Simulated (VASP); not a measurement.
# Bi (Im-3m) in VASP: further runs

Runs on Bi. Level: LDA. Tasks: relaxation of cell and atoms, single point.

All numbers are computed with VASP 6.6.1; they aren't measurements. Logs are shortened: lines on timing, memory, paths and dates and some standing lists are left out, and cuts for length are marked.

### Step 1. The cell of the first run

It takes space group Im-3m (No. 229, cubic). The conventional cell has a = 3.963 Å, b = 3.963 Å, c = 3.963 Å, α = 90.00°, β = 90.00°, γ = 90.00°. Bi (site symmetry m-3m) has 14 Bi at 3.43 to 3.96 Å within 4.5 Å.

### Step 2. Relaxation of cell and atoms, LDA, target pressure 10.1 GPa, at which the enthalpy is minimised

Contents of INCAR:

```
ALGO     = Fast           # electronic algorithm
EDIFF    = 1E-6           # SCF threshold, eV
EDIFFG   = -0.05          # ionic threshold
ENCUT    = 600            # plane-wave cutoff, eV
IBRION   = 2              # ionic algorithm
ISIF     = 3              # what is computed and relaxed
ISMEAR   = 0              # smearing method
LASPH    = T              # aspherical terms in the spheres
LCHARG   = F              # write CHGCAR
LREAL    = F              # projectors in reciprocal space
LWAVE    = F              # write WAVECAR
NELM     = 100            # most SCF steps
NSW      = 80             # ionic steps
PREC     = Accurate       # precision mode
PSTRESS  = 101.0        
SIGMA    = 0.1            # smearing width, eV
```

Contents of KPOINTS:

```
k-points
0
Gamma
  8 8 8
```

Contents of POSCAR:

```
Bi
1.0
   -1.9814305318      1.9814305318      1.9814305318
    1.9814305318     -1.9814305318      1.9814305318
    1.9814305318      1.9814305318     -1.9814305318
Bi
1
Direct
    0.0000000000      0.0000000000      0.0000000000
```

Potentials or basis: VASP PAW LDA potentials, release 64 (Bi_d).

Launch:

```
$ cat potpaw_LDA.64/Bi_d/POTCAR > POTCAR
$ mpirun -np 1 vasp_std > vasp.out
```

OUTCAR:

```text
EDIFF = 1E-6
   EDIFFG = -0.05
   ENCUT = 600
   IBRION = 2
   ISIF = 3
   ISMEAR = 0
   LASPH = T
   LREAL = F
   NELM = 100
   NSW = 80
   PREC = Accurate
   PSTRESS = 101.0

 ion  position               nearest neighbor table
   1  0.000  0.000  0.000-

  LATTYP: Found a body centered cubic cell.
 ALAT       =     3.9628610636

  Lattice vectors:

 A1 = (  -1.9814305318,   1.9814305318,   1.9814305318)
 A2 = (   1.9814305318,  -1.9814305318,   1.9814305318)
 A3 = (   1.9814305318,   1.9814305318,  -1.9814305318)

Analysis of symmetry for initial positions (statically):
=====================================================================
 Subroutine PRICEL returns:
 Original cell was already a primitive cell.

 Routine SETGRP: Setting up the symmetry group for a
 body centered cubic supercell.

 Subroutine GETGRP returns: Found 48 space group operations
 (whereof 48 operations were pure point group operations)
 out of a pool of 48 trial point group operations.

The static configuration has the point symmetry O_h .

Analysis of symmetry for dynamics (positions and initial velocities):
=====================================================================
 Subroutine PRICEL returns:
 Original cell was already a primitive cell.

 Routine SETGRP: Setting up the symmetry group for a
 body centered cubic supercell.

 Subroutine GETGRP returns: Found 48 space group operations
 (whereof 48 operations were pure point group operations)
 out of a pool of 48 trial point group operations.

The dynamic configuration has the point symmetry O_h .

 Subroutine INISYM returns: Found 48 space group operations
 (whereof 48 operations are pure point group operations),
 and found     1 'primitive' translations

----------------------------------------------------------------------------------------

                                     Primitive cell

  volume of cell :      31.1169

  direct lattice vectors                    reciprocal lattice vectors
    -1.981430532  1.981430532  1.981430532     0.000000000  0.252342937  0.252342937
     1.981430532 -1.981430532  1.981430532     0.252342937  0.000000000  0.252342937
     1.981430532  1.981430532 -1.981430532     0.252342937  0.252342937  0.000000000

  length of vectors
     3.431938353  3.431938353  3.431938353     0.356866804  0.356866804  0.356866804

  position of ions in fractional coordinates (direct lattice)
     0.000000000  0.000000000  0.000000000

  ion indices of the primitive-cell ions
   primitive index   ion index
                 1           1

----------------------------------------------------------------------------------------

 KPOINTS: k-points

Automatic generation of k-mesh.
 Grid dimensions read from file:
 generate k-points for:    8    8    8

 Generating k-lattice:

  Cartesian coordinates                     Fractional coordinates (reciprocal lattice)
     0.000000000  0.031542867  0.031542867     0.125000000  0.000000000  0.000000000
     0.031542867  0.000000000  0.031542867     0.000000000  0.125000000  0.000000000
     0.031542867  0.031542867  0.000000000     0.000000000  0.000000000  0.125000000

  Length of vectors
     0.044608350  0.044608350  0.044608350

  Shift w.r.t. Gamma in fractional coordinates (k-lattice)
     0.000000000  0.000000000  0.000000000

 Subroutine IBZKPT returns following result:
 ===========================================

 Found     29 irreducible k-points:

 Following reciprocal coordinates:
            Coordinates               Weight
  0.000000  0.000000  0.000000      1.000000
  0.125000  0.000000  0.000000     12.000000
  0.250000  0.000000  0.000000     12.000000
  0.375000  0.000000  0.000000     12.000000
  0.500000  0.000000  0.000000      6.000000
  0.125000  0.125000  0.000000     24.000000
[... 16 lines left out ...]
 -0.250000  0.250000  0.250000      6.000000
 -0.375000  0.375000  0.250000     24.000000
 [... further k-points ...]
   k-points           NKPTS =     29   k-points in BZ     NKDIM =     29   number of bands    NBANDS=     11
   number of dos      NEDOS =    301   number of ions     NIONS =      1
   total plane-waves  NPLWV =  21952
   dimension x,y,z NGX =    28 NGY =   28 NGZ =   28
   dimension x,y,z NGXF=    56 NGYF=   56 NGZF=   56
   ions per type =               1
   NGX,Y,Z   is equivalent  to a cutoff of  13.56, 13.56, 13.56 a.u.
   NGXF,Y,Z  is equivalent  to a cutoff of  27.13, 27.13, 27.13 a.u.
 SYSTEM =  unknown system
   PREC   = accura    normal or accurate (medium, high low for compatibility)
   ISTART =      0    job   : 0-new  1-cont  2-samecut
   ICHARG =      2    charge: 1-file 2-atom 10-const
   ISPIN  =      1    spin polarized calculation?
   LNONCOLLINEAR =      F non collinear calculations
   LSORBIT =      F    spin-orbit coupling
   LASPH  =      T    aspherical Exc in radial PAW
   ENCUT  =  600.0 eV  44.10 Ry    6.64 a.u.   6.85  6.85  6.85*2*pi/ulx,y,z
   NELM   =    100;   NELMIN=  2; NELMDL= -5     # of ELM steps
   EDIFF  = 0.1E-05   stopping-criterion for ELM
   LREAL  =      F    real-space projection
   EDIFFG = -.5E-01   stopping-criterion for IOM
   NSW    =     80    number of steps for IOM
   IBRION =      2    ionic relax: 0-MD 1-quasi-New 2-CG
   NFREE  =      1    steps in history (QN), initial steepest desc. (CG)
   ISIF   =      3    stress and relaxation
   ISYM   =      2    0-nonsym 1-usesym 2-fastsym
   POTIM  = 0.5000    time-step for ionic-motion
   TEBEG  =    0.0;   TEEND  =   0.0 temperature during run
   PSTRESS=  101.0 pullay stress
   NELECT =      15.0000    total number of electrons
   NUPDOWN=      -1.0000    fix difference up-down
   EMIN   =  10.00;   EMAX   =-10.00  energy-range for DOS
   EFERMI =   0.00;   METHOD = LEGACY
   ISMEAR =     0;   SIGMA  =   0.10  broadening in eV -4-tet -1-fermi 0-gaus
   EFERMI_NEDOS =   21; number of points for ismear=-14 and -15
   IALGO  =     68    algorithm
   IMIX   =      4    mixing-type and parameters
     AMIX     =   0.40;   BMIX     =  1.00
     AMIX_MAG =   1.60;   BMIX_MAG =  1.00
  volume/ion in A,a.u.               =      31.12       209.99
  Fermi-wavevector in a.u.,A,eV,Ry     =   1.283630  2.425708 22.418388  1.647705
  Thomas-Fermi vector in A             =   2.415871
   LORBIT       =      0    0 simple, 1 ext, 2 COOP (PROOUT), +10 PAW based schemes
   GGA     = CA    functional components
   LHFCALC =     F    Hartree Fock is set to
   AEXX    =    0.0000 exact exchange contribution
   IVDW    =     0    specifies the selected vdW correction
   LEPSILON=     F    determine dielectric tensor
   LRPA    =     F    only Hartree local field effects (RPA)
 conjugate gradient relaxation of ions
 non-spin polarized calculation
 RMM-DIIS sequential band-by-band and
 Gauss-broadening in eV      SIGMA  =   0.10
  energy-cutoff  :      600.00
  volume of cell :       31.12
 maximum number of plane-waves:      1055
   NGX = 13   NGY = 13   NGZ = 13

--------------------------------------- Ionic step        1  -------------------------------------------

 number of electron      14.9999994 magnetization

 Free energy of the ion-electron system (eV)
  ---------------------------------------------------
  ext. energy  EPLUGINS =         0.00000000
  ---------------------------------------------------
  free energy    TOTEN  =        -4.42235696 eV

  energy without entropy =       -4.41793189  energy(sigma->0) =       -4.42014442

------------------------ aborting loop because EDIFF is reached ----------------------------------------

  FORCE on cell =-STRESS in cart. coord.  units (eV):
  Direction    XX          YY          ZZ          XY          YZ          ZX
  --------------------------------------------------------------------------------------
  -------------------------------------------------------------------------------------
  Total       -0.6616428     -0.6616428     -0.6616428      0.0000000      0.0000000     -0.0000000
  in kB      -34.0672957    -34.0672957    -34.0672957      0.0000000      0.0000000     -0.0000000
  external PRESSURE =    -135.0672957 kB  Pullay stress =     101.0000000 kB
[... 22 lines left out ...]
  enthalpy is  TOTEN    =        -2.4607710390 eV   P V=        1.9615859172

--------------------------------------- Ionic step        2  -------------------------------------------

 number of electron      14.9999998 magnetization

 E-fermi :  13.8822     XC(G=0): -12.6065

 val. band max:       13.8583848072   @ k =  -0.2500   0.2500   0.1250
 cond. band min:      14.0663969036   @ k =  -0.2500   0.2500   0.2500
 fundamental gap:      0.2080120964
 Fermi energy:        13.8822014690

 k-point     1 :       0.0000    0.0000    0.0000
  band No.  band energies     occupation
      1      -9.7904      2.00000
      2      -9.7904      2.00000
      3      -9.7904      2.00000
      4      -9.3391      2.00000
      5      -9.3391      2.00000
      6      -3.3555      2.00000
      7      22.5923      0.00000
      8      22.5923      0.00000
      9      22.5923      0.00000
     10      24.0794      0.00000
     11      29.8423      0.00000
[... 393 lines left out ...]
  enthalpy is  TOTEN    =        -2.7056715351 eV   P V=        1.6625170588

--------------------------------------- Ionic step        4  -------------------------------------------

 number of electron      14.9999999 magnetization

 Free energy of the ion-electron system (eV)
  ---------------------------------------------------
  ext. energy  EPLUGINS =         0.00000000
  ---------------------------------------------------
  free energy    TOTEN  =        -4.35604111 eV

  energy without entropy =       -4.35259690  energy(sigma->0) =       -4.35431900

 E-fermi :   9.9722     XC(G=0): -11.3802

 val. band max:        9.8479163108   @ k =   0.2500   0.2500   0.1250
 cond. band min:       9.9844607252   @ k =  -0.2500   0.3750   0.1250
 fundamental gap:      0.1365444144
 Fermi energy:         9.9721688517

 k-point     1 :       0.0000    0.0000    0.0000
  band No.  band energies     occupation
      1     -13.1301      2.00000
      2     -13.1301      2.00000
      3     -13.1301      2.00000
      4     -12.9016      2.00000
      5     -12.9016      2.00000
      6      -4.8499      2.00000
      7      16.4556      0.00000
      8      16.4556      0.00000
      9      16.4556      0.00000
     10      20.5344      0.00000
     11      21.7334      0.00000
[... 350 lines left out ...]
  FREE ENERGIE OF THE ION-ELECTRON SYSTEM (eV)
  ---------------------------------------------------
  free  energy   TOTEN  =        -4.3560411062 eV

  energy  without entropy=       -4.3525969002  energy(sigma->0) =       -4.35431900

  enthalpy is  TOTEN    =        -2.7066082186 eV   P V=        1.6494328877

 reached required accuracy - stopping structural energy minimisation
```

It took 24 s on 1 thread of Intel Xeon Platinum 8559C (Emerald Rapids), shared host; peak memory 0.15 GiB.

What came out:

| Property | Result |
| --- | --- |
| Free energy | -4.3560 eV |
| Relaxed volume | 26.17 Å³/atom |
| Relaxed cell | a = 3.239 Å, b = 3.239 Å, c = 3.239 Å, α = 109.47°, β = 109.47°, γ = 109.47° |
| Space group after relaxing (to 0.05 Å) | Im-3m (No. 229) |
| Energy change on relaxing (the enthalpy is what falls) | +66.3 meV/atom |
| Ionic steps | 4 |
| Pressure after relaxing | 9.8 GPa |

The path:
```
step  energy change (eV)  largest force (eV/Å)  pressure (GPa)  volume (Å³)
   1              0.0000                0.0000           -3.41        31.12
   2              0.9602                0.0000           49.91        20.74
   3              0.0542                0.0000            8.99        26.37
   4              0.0663                0.0000            9.82        26.17
```

Final structure:
```cif
data_structure
_symmetry_space_group_name_H-M 'P 1'
_symmetry_Int_Tables_number 1
_cell_length_a 3.2393
_cell_length_b 3.2393
_cell_length_c 3.2393
_cell_angle_alpha 109.471
_cell_angle_beta 109.471
_cell_angle_gamma 109.471
_cell_volume 26.17
loop_
_atom_site_label
_atom_site_type_symbol
_atom_site_fract_x
_atom_site_fract_y
_atom_site_fract_z
_atom_site_occupancy
Bi1 Bi 0.00000 0.00000 0.00000 1
```

Caveat: the cell is relaxed towards a set pressure, so the enthalpy falls and the energy may rise; the volume moved by over 15 % at a fixed basis, so the end points are rough; spin-orbit coupling is left out, which moves the levels of the heavy elements.

### Step 3. Single point, LDA

This run uses another cell than the first one, of 26.01 Å³/atom, 0.836 times its volume.

Contents of INCAR:

```
PREC = Accurate
ENCUT = 520
EDIFF = 1E-6
ISMEAR = -1
SIGMA = 0.1
LREAL = F
LASPH = T
NELM = 60
ALGO = Fast
ISIF = 2
LWAVE = F
LCHARG = T
GGA = CA
LELF = T
LVHAR = T
NBANDS = 14
```

Contents of KPOINTS:

```
regular mesh
0
Gamma
  16 16 16
```

Contents of POSCAR:

```
Bi
1.0
   -1.8665575403      1.8665575403      1.8665575403
    1.8665575403     -1.8665575403      1.8665575403
    1.8665575403      1.8665575403     -1.8665575403
Bi
1
Direct
    0.0000000000      0.0000000000      0.0000000000
```

Potentials or basis: VASP PAW LDA potentials, release 64 (Bi_d).

Launch:

```
$ cat potpaw_LDA.64/Bi_d/POTCAR > POTCAR
$ mpirun -np 1 vasp_std > vasp.out
```

It took 17 s on 1 thread of Intel Xeon Platinum 8559C (Emerald Rapids), shared host; peak memory 0.16 GiB.

It converged, with:

* Free energy: -4.3795 eV
* Pressure: 10.3 GPa

Levels at points of the mesh, in eV from the Fermi level:
```csv
k point,band 5,band 6,band 7,band 8,band 9,band 10,band 11,band 12
"(0.00, 0.00, 0.00)",-22.92,-14.91,6.49,6.49,6.49,10.52,10.52,10.52
"(0.50, 0.00, 0.00)",-22.77,-10.74,-6.18,1.92,3.91,6.80,8.18,13.57
"(0.50, 0.50, 0.50)",-22.81,-7.73,-2.23,-2.23,-2.23,3.48,3.48,15.81
```

Caveat: spin-orbit coupling is left out, which moves the levels of the heavy elements.
